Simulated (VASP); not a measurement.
# Zn (Fm-3m) in VASP: a series of runs

Zn is run at these levels: r2SCAN; tasks: single point, relaxation of cell and atoms.

Program: VASP 6.6.1. These are calculated values, not measurements. Logs are shortened: lines on timing, memory, paths and dates and some standing lists are left out, and cuts for length are marked.

### Step 1. The cell of the first run

Symmetry: Fm-3m, No. 225, cubic system. The conventional cell has a = 3.527 Å, b = 3.527 Å, c = 3.527 Å, α = 90.00°, β = 90.00°, γ = 90.00°. Zn (site symmetry m-3m) has 12 Zn at 2.49 Å within 3.3 Å.

This isn't the form of Zn at room conditions, which is hcp.

### Step 2. Single point, r2SCAN

POSCAR

```
Zn
1.0
    0.0000000000      1.7636269772      1.7636269772
    1.7636269772      0.0000000000      1.7636269772
    1.7636269772      1.7636269772      0.0000000000
Zn
1
Direct
    0.0000000000      0.0000000000      0.0000000000
```

INCAR.step1

```
SYSTEM = Zn
ALGO = Normal
EDIFF = 1E-5
ENCUT = 550
GGA = PE
GGA_COMPAT = .False.
ISMEAR = -1
LASPH = .True.
LCHARG = .False.
LREAL = .False.
LWAVE = .True.
NBANDS = 12
NELM = 120
PREC = Accurate
SIGMA = 0.1
```

INCAR.step2

```
SYSTEM = Zn
ALGO = Normal
EDIFF = 1E-6
ENCUT = 550
GGA_COMPAT = .False.
ISIF = 2
ISMEAR = -1
ISTART = 1
LASPH = .True.
LCHARG = .False.
LMIXTAU = .True.
LREAL = .False.
LWAVE = .False.
METAGGA = R2SCAN
NBANDS = 12
NELM = 120
PREC = Accurate
SIGMA = 0.1
```

KPOINTS

```
k-points
0
Gamma
  19 19 19
  0 0 0
```

Potentials or basis: VASP PAW PBE potentials, release 64 (Zn).

Started as:

```bash
cat potpaw_PBE.64/Zn/POTCAR > POTCAR
cp INCAR.step1 INCAR
mpirun -np 1 vasp_std > vasp.out
cp INCAR.step2 INCAR
mpirun -np 1 vasp_std > vasp.out
```

OUTCAR:

```text
SYSTEM = Zn
   EDIFF = 1E-6
   ENCUT = 550
   ISIF = 2
   ISMEAR = -1
   ISTART = 1
   LASPH = .True.
   LREAL = .False.
   METAGGA = R2SCAN
   NELM = 120
   PREC = Accurate

 ion  position               nearest neighbor table
   1  0.000  0.000  0.000-

  LATTYP: Found a face centered cubic cell.
 ALAT       =     3.5272539544

  Lattice vectors:

 A1 = (   0.0000000000,   1.7636269772,   1.7636269772)
 A2 = (   1.7636269772,   0.0000000000,   1.7636269772)
 A3 = (   1.7636269772,   1.7636269772,   0.0000000000)

Analysis of symmetry for initial positions (statically):
=====================================================================
 Subroutine PRICEL returns:
 Original cell was already a primitive cell.

 Routine SETGRP: Setting up the symmetry group for a
 face centered cubic supercell.

 Subroutine GETGRP returns: Found 48 space group operations
 (whereof 48 operations were pure point group operations)
 out of a pool of 48 trial point group operations.

The static configuration has the point symmetry O_h .

Analysis of symmetry for dynamics (positions and initial velocities):
=====================================================================
 Subroutine PRICEL returns:
 Original cell was already a primitive cell.

 Routine SETGRP: Setting up the symmetry group for a
 face centered cubic supercell.

 Subroutine GETGRP returns: Found 48 space group operations
 (whereof 48 operations were pure point group operations)
 out of a pool of 48 trial point group operations.

The dynamic configuration has the point symmetry O_h .

 Subroutine INISYM returns: Found 48 space group operations
 (whereof 48 operations are pure point group operations),
 and found     1 'primitive' translations

----------------------------------------------------------------------------------------

                                     Primitive cell

  volume of cell :      10.9711

  direct lattice vectors                    reciprocal lattice vectors
     0.000000000  1.763626977  1.763626977    -0.283506664  0.283506664  0.283506664
     1.763626977  0.000000000  1.763626977     0.283506664 -0.283506664  0.283506664
     1.763626977  1.763626977  0.000000000     0.283506664  0.283506664 -0.283506664

  length of vectors
     2.494145190  2.494145190  2.494145190     0.491047946  0.491047946  0.491047946

  position of ions in fractional coordinates (direct lattice)
     0.000000000  0.000000000  0.000000000

  ion indices of the primitive-cell ions
   primitive index   ion index
                 1           1

----------------------------------------------------------------------------------------

 KPOINTS: k-points

Automatic generation of k-mesh.
 Grid dimensions read from file:
 generate k-points for:   19   19   19

 Generating k-lattice:

  Cartesian coordinates                     Fractional coordinates (reciprocal lattice)
    -0.014921403  0.014921403  0.014921403     0.052631579  0.000000000  0.000000000
     0.014921403 -0.014921403  0.014921403     0.000000000  0.052631579  0.000000000
     0.014921403  0.014921403 -0.014921403     0.000000000  0.000000000  0.052631579

  Length of vectors
     0.025844629  0.025844629  0.025844629

  Shift w.r.t. Gamma in fractional coordinates (k-lattice)
     0.000000000  0.000000000  0.000000000

 Subroutine IBZKPT returns following result:
 ===========================================

 Found    220 irreducible k-points:

 Following reciprocal coordinates:
            Coordinates               Weight
  0.000000  0.000000  0.000000      1.000000
  0.052632  0.000000  0.000000      8.000000
  0.105263  0.000000  0.000000      8.000000
  0.157895  0.000000  0.000000      8.000000
  0.210526  0.000000  0.000000      8.000000
  0.263158  0.000000  0.000000      8.000000
[... 16 lines left out ...]
 -0.315789  0.052632  0.000000     24.000000
 -0.263158  0.052632  0.000000     24.000000
 [... further k-points ...]
   k-points           NKPTS =    220   k-points in BZ     NKDIM =    220   number of bands    NBANDS=     12
   number of dos      NEDOS =    301   number of ions     NIONS =      1
   total plane-waves  NPLWV =   8000
   dimension x,y,z NGX =    20 NGY =   20 NGZ =   20
   dimension x,y,z NGXF=    40 NGYF=   40 NGZF=   40
   ions per type =               1
   NGX,Y,Z   is equivalent  to a cutoff of  13.33, 13.33, 13.33 a.u.
   NGXF,Y,Z  is equivalent  to a cutoff of  26.66, 26.66, 26.66 a.u.
 SYSTEM =  Zn
   PREC   = accura    normal or accurate (medium, high low for compatibility)
   ISTART =      1    job   : 0-new  1-cont  2-samecut
   ICHARG =      0    charge: 1-file 2-atom 10-const
   ISPIN  =      1    spin polarized calculation?
   LNONCOLLINEAR =      F non collinear calculations
   LSORBIT =      F    spin-orbit coupling
   LASPH  =      T    aspherical Exc in radial PAW
   ENCUT  =  550.0 eV  40.42 Ry    6.36 a.u.   4.77  4.77  4.77*2*pi/ulx,y,z
   NELM   =    120;   NELMIN=  2; NELMDL=  0     # of ELM steps
   EDIFF  = 0.1E-05   stopping-criterion for ELM
   LREAL  =      F    real-space projection
   EDIFFG = 0.1E-04   stopping-criterion for IOM
   NSW    =      0    number of steps for IOM
   IBRION =     -1    ionic relax: 0-MD 1-quasi-New 2-CG
   NFREE  =      0    steps in history (QN), initial steepest desc. (CG)
   ISIF   =      2    stress and relaxation
   ISYM   =      2    0-nonsym 1-usesym 2-fastsym
   POTIM  = 0.5000    time-step for ionic-motion
   TEBEG  =    0.0;   TEEND  =   0.0 temperature during run
   PSTRESS=    0.0 pullay stress
   NELECT =      12.0000    total number of electrons
   NUPDOWN=      -1.0000    fix difference up-down
   EMIN   =  10.00;   EMAX   =-10.00  energy-range for DOS
   EFERMI =   0.00;   METHOD = LEGACY
   ISMEAR =    -1;   SIGMA  =   0.10  broadening in eV -4-tet -1-fermi 0-gaus
   EFERMI_NEDOS =   21; number of points for ismear=-14 and -15
   IALGO  =     38    algorithm
   IMIX   =      4    mixing-type and parameters
     AMIX     =   0.40;   BMIX     =  1.00
     AMIX_MAG =   1.60;   BMIX_MAG =  1.00
  volume/ion in A,a.u.               =      10.97        74.04
  Fermi-wavevector in a.u.,A,eV,Ry     =   1.686754  3.187504 38.710485  2.845140
  Thomas-Fermi vector in A             =   2.769363
   LORBIT       =      0    0 simple, 1 ext, 2 COOP (PROOUT), +10 PAW based schemes
   METAGGA = R2SCAN    functional components
   LHFCALC =     F    Hartree Fock is set to
   AEXX    =    0.0000 exact exchange contribution
   IVDW    =     0    specifies the selected vdW correction
   LEPSILON=     F    determine dielectric tensor
   LRPA    =     F    only Hartree local field effects (RPA)
 non-spin polarized calculation
  energy-cutoff  :      550.00
  volume of cell :       10.97
 maximum number of plane-waves:       332
   NGX =  9   NGY =  9   NGZ =  9

 number of electron      11.9999987 magnetization

 Free energy of the ion-electron system (eV)
  ---------------------------------------------------
  ext. energy  EPLUGINS =         0.00000000
  ---------------------------------------------------
  free energy    TOTEN  =        -8.49662475 eV

  energy without entropy =       -8.48864054  energy(sigma->0) =       -8.49263265

 E-fermi :   5.8858     XC(G=0): -14.7823

 val. band max:        5.8148347202   @ k =  -0.4211   0.2105   0.0000
 cond. band min:       5.9244449387   @ k =  -0.3158   0.3684   0.1579
 fundamental gap:      0.1096102186
 Fermi energy:         5.8858153507

 k-point     1 :       0.0000    0.0000    0.0000
  band No.  band energies     occupation
      1      -8.2149      2.00000
      2      -3.4093      2.00000
      3      -3.4093      2.00000
      4      -3.4093      2.00000
      5      -2.7122      2.00000
      6      -2.7122      2.00000
      7      27.9155      0.00000
      8      30.0756      0.00000
      9      30.0756      0.00000
     10      30.0756      0.00000
     11      32.1814      0.00000
     12      32.1814      0.00000

 k-point     2 :       0.0526    0.0000    0.0000
  band No.  band energies     occupation
      1      -8.1050      2.00000
      2      -3.4252      2.00000
      3      -3.3921      2.00000
      4      -3.3921      2.00000
      5      -2.7181      2.00000
      6      -2.7181      2.00000
      7      26.7733      0.00000
      8      28.8080      0.00000
      9      29.5400      0.00000
     10      29.5400      0.00000
     11      32.9023      0.00000
     12      32.9023      0.00000

 k-point     3 :       0.1053    0.0000    0.0000
  band No.  band energies     occupation
      1      -7.7794      2.00000
      2      -3.4667      2.00000
      3      -3.3466      2.00000
      4      -3.3466      2.00000
      5      -2.7302      2.00000
      6      -2.7302      2.00000
      7      23.7614      0.00000
      8      28.4448      0.00000
      9      28.6759      0.00000
     10      28.6759      0.00000
     11      34.3066      0.00000
     12      34.3066      0.00000

 k-point     4 :       0.1579    0.0000    0.0000
  band No.  band energies     occupation
      1      -7.2537      2.00000
      2      -3.5126      2.00000
      3      -3.2934      2.00000
      4      -3.2934      2.00000
      5      -2.7304      2.00000
      6      -2.7304      2.00000
      7      20.5713      0.00000
      8      27.8953      0.00000
      9      27.8953      0.00000
     10      28.1920      0.00000
     11      35.2776      0.00000
     12      35.7146      0.00000

 k-point     5 :       0.2105    0.0000    0.0000
  band No.  band energies     occupation
      1      -6.5674      2.00000
      2      -3.5165      2.00000
      3      -3.2643      2.00000
      4      -3.2643      2.00000
      5      -2.6909      2.00000
      6      -2.6909      2.00000
      7      17.4760      0.00000
      8      27.2646      0.00000
      9      27.2646      0.00000
     10      27.8611      0.00000
     11      34.7008      0.00000
     12      34.7008      0.00000
[... 228 lines left out ...]
      1      -4.8508      2.00000
      2      -3.4345      2.00000
      3      -3.3919      2.00000
      4      -2.3515      2.00000
      5      -2.2760      2.00000
      6       0.1730      2.00000
      7       6.3581      0.01762
      8      23.8848      0.00000
      9      26.2697      0.00000
     10      26.4089      0.00000
     11      29.8180      0.00000
     12      31.3493      0.00000

 k-point    22 :      -0.3684    0.0526    0.0000
  band No.  band energies     occupation
      1      -4.8936      2.00000
      2      -3.3959      2.00000
      3      -3.3596      2.00000
      4      -2.4812      2.00000
      5      -2.3795      2.00000
      6      -1.1333      2.00000
      7       8.4873      0.00000
      8      23.6567      0.00000
      9      26.8952      0.00000
     10      27.0860      0.00000
     11      29.7700      0.00000
     12      31.8128      0.00000

 k-point    23 :      -0.3158    0.0526    0.0000
  band No.  band energies     occupation
      1      -5.0648      2.00000
      2      -3.3480      2.00000
      3      -3.3128      2.00000
      4      -2.8424      2.00000
      5      -2.5110      2.00000
      6      -2.0434      2.00000
      7      10.9630      0.00000
      8      23.6288      0.00000
      9      27.4971      0.00000
     10      27.8750      0.00000
     11      30.1692      0.00000
     12      32.3432      0.00000

 k-point    24 :      -0.2632    0.0526    0.0000
  band No.  band energies     occupation
      1      -5.5231      2.00000
      2      -3.3726      2.00000
      3      -3.2643      2.00000
      4      -3.2547      2.00000
      5      -2.6471      2.00000
      6      -2.3832      2.00000
      7      13.6668      0.00000
      8      23.7959      0.00000
      9      28.1549      0.00000
     10      28.4935      0.00000
     11      31.1422      0.00000
     12      32.8553      0.00000

 [... further k-points ...]
[... 5 lines left out ...]
  --------------------------------------------------------------------------------------
  -------------------------------------------------------------------------------------
  Total        3.1703635      3.1703635      3.1703635     -0.0000000      0.0000000     -0.0000000
  in kB      462.9876973    462.9876973    462.9876973     -0.0000000      0.0000000     -0.0000000
  external PRESSURE =     462.9876973 kB  Pullay stress =       0.0000000 kB

 VOLUME and BASIS-vectors are now :
 -----------------------------------------------------------------------------
  energy-cutoff  :      550.00
  volume of cell :       10.97
      direct lattice vectors                 reciprocal lattice vectors
     0.000000000  1.763626977  1.763626977    -0.283506664  0.283506664  0.283506664
     1.763626977  0.000000000  1.763626977     0.283506664 -0.283506664  0.283506664
     1.763626977  1.763626977  0.000000000     0.283506664  0.283506664 -0.283506664

 POSITION                                       TOTAL-FORCE (eV/Angst)
 -----------------------------------------------------------------------------------
      0.00000      0.00000      0.00000         0.000000      0.000000      0.000000
 -----------------------------------------------------------------------------------
    total drift:                                0.000000     -0.000000      0.000000

  FREE ENERGIE OF THE ION-ELECTRON SYSTEM (eV)
  ---------------------------------------------------
  free  energy   TOTEN  =        -8.4966247472 eV

  energy  without entropy=       -8.4886405430  energy(sigma->0) =       -8.49263265
```

It took 68 s on 1 thread of Intel Xeon Platinum 8559C (Emerald Rapids), shared host; peak memory 0.14 GiB.

The run converged, but its numbers aren't listed here, since they failed a check.

Caveat: the cell stands under pressure; the PAW data sets were made with another functional, which shifts forces and pressure a little.

### Step 3. Single point, r2SCAN

This run uses another cell than the first one, of 11.65 Å³/atom.

POSCAR

```
Zn
1.0
    0.0000000000      1.7995222050      1.7995222050
    1.7995222050      0.0000000000      1.7995222050
    1.7995222050      1.7995222050      0.0000000000
Zn
1
Direct
    0.0000000000      0.0000000000      0.0000000000
```

INCAR.step1 is that of step 2.

INCAR.step2 is that of step 2.

KPOINTS is that of step 2.

Potentials or basis: VASP PAW PBE potentials, release 64 (Zn).

Started as:

```bash
cat potpaw_PBE.64/Zn/POTCAR > POTCAR
cp INCAR.step1 INCAR
mpirun -np 1 vasp_std > vasp.out
cp INCAR.step2 INCAR
mpirun -np 1 vasp_std > vasp.out
```

Run time: 73 s. Hardware: 1 thread of Intel Xeon Platinum 8559C (Emerald Rapids), shared host; peak memory 0.14 GiB.

It converged, with:

```
Free energy            : -8.6595 eV
Pressure               : 30.9 GPa
Band gap on the k mesh : zero (bands 6 and 7 overlap by 2.94 eV)
```

Levels at points of the mesh, in eV from the Fermi level:
```tsv
k point	band 3	band 4	band 5	band 6	band 7	band 8	band 9	band 10
(0.00, 0.00, 0.00)	-8.96	-8.96	-8.33	-8.33	21.63	23.28	23.28	23.28
```

Caveat: the cell stands under pressure; the PAW data sets were made with another functional, which shifts forces and pressure a little.

### Step 4. Single point, r2SCAN

This run uses another cell than the first one, of 12.63 Å³/atom.

POSCAR

```
Zn
1.0
    0.0000000000      1.8481680454      1.8481680454
    1.8481680454      0.0000000000      1.8481680454
    1.8481680454      1.8481680454      0.0000000000
Zn
1
Direct
    0.0000000000      0.0000000000      0.0000000000
```

INCAR.step1

```
SYSTEM = Zn
PREC = Accurate
ENCUT = 550
ISMEAR = -1
SIGMA = 0.1
LREAL = .FALSE.
LASPH = .TRUE.
NELM = 120
NBANDS = 12
GGA = PE
ALGO = Normal
EDIFF = 1E-5
LWAVE = .TRUE.
LCHARG = .FALSE.
GGA_COMPAT = .FALSE.
```

INCAR.step2

```
SYSTEM = Zn
PREC = Accurate
ENCUT = 550
EDIFF = 1E-6
ISMEAR = -1
SIGMA = 0.1
LREAL = .FALSE.
LASPH = .TRUE.
NELM = 120
ALGO = Normal
ISIF = 2
LWAVE = .FALSE.
LCHARG = .TRUE.
METAGGA = R2SCAN
LMIXTAU = .TRUE.
LELF = .TRUE.
LVHAR = .TRUE.
NBANDS = 12
ISTART = 1
GGA_COMPAT = .FALSE.
```

KPOINTS

```
regular mesh
0
G
  19 19 19
  0 0 0
```

Started as:

```bash
cat potpaw_PBE.64/Zn/POTCAR > POTCAR
cp INCAR.step1 INCAR
mpirun -np 1 vasp_std > vasp.out
cp INCAR.step2 INCAR
mpirun -np 1 vasp_std > vasp.out
```

It took 68 s on 1 thread of Intel Xeon Platinum 8559C (Emerald Rapids), shared host; peak memory 0.15 GiB.

Results (log left out):

```yaml
Free_energy: -8.7964 eV
Pressure: 15.7 GPa
Band_gap_on_the_k_mesh: zero (bands 6 and 7 overlap by 3.06 eV)
```

Levels at points of the mesh, in eV from the Fermi level:
```tsv
k point	band 2	band 3	band 4	band 5	band 6	band 7	band 8	band 9	band 10	band 11
(0.00, 0.00, 0.00)	-8.57	-8.57	-8.57	-8.03	-8.03	21.06	22.08	22.08	22.08	24.29
```

Caveat: the cell stands under pressure; the PAW data sets were made with another functional, which shifts forces and pressure a little.

### Step 5. Single point, r2SCAN

This run uses another cell than the first one, of 14.32 Å³/atom.

POSCAR

```
Zn
1.0
    0.0000000000      1.9272548076      1.9272548076
    1.9272548076      0.0000000000      1.9272548076
    1.9272548076      1.9272548076      0.0000000000
Zn
1
Direct
    0.0000000000      0.0000000000      0.0000000000
```

INCAR.step1

```
SYSTEM = Zn
PREC = Accurate
ENCUT = 550
ISMEAR = -1
SIGMA = 0.1
LREAL = .False.
LASPH = .True.
NELM = 120
NBANDS = 12
GGA = PE
ALGO = Normal
EDIFF = 1E-5
LWAVE = .True.
LCHARG = .False.
GGA_COMPAT = .False.
```

INCAR.step2

```
SYSTEM = Zn
PREC = Accurate
ENCUT = 550
EDIFF = 1E-6
ISMEAR = -1
SIGMA = 0.1
LREAL = .False.
LASPH = .True.
NELM = 120
ALGO = Normal
ISIF = 2
LWAVE = .False.
LCHARG = .False.
METAGGA = R2SCAN
LMIXTAU = .True.
NBANDS = 12
ISTART = 1
GGA_COMPAT = .False.
```

KPOINTS

```
regular mesh
0
Gamma
  19 19 19
  0 0 0
```

Started as:

```bash
cat potpaw_PBE.64/Zn/POTCAR > POTCAR
cp INCAR.step1 INCAR
mpirun -np 1 vasp_std > vasp.out
cp INCAR.step2 INCAR
mpirun -np 1 vasp_std > vasp.out
```

It took 74 s on 1 thread of Intel Xeon Platinum 8559C (Emerald Rapids), shared host; peak memory 0.17 GiB.

Results (log left out):

```
Free energy            : -8.8712 eV
Pressure               : 0.4 GPa
Band gap on the k mesh : zero (bands 6 and 7 overlap by 3.22 eV)
```

Levels at points of the mesh, in eV from the Fermi level:
```csv
k point,band 3,band 4,band 5,band 6,band 7,band 8,band 9,band 10
"(0.00, 0.00, 0.00)",-8.11,-8.11,-7.68,-7.68,20.14,20.20,20.20,20.20
```

Caveat: the PAW data sets were made with another functional, which shifts forces and pressure a little.

[end of part 1 of 2]
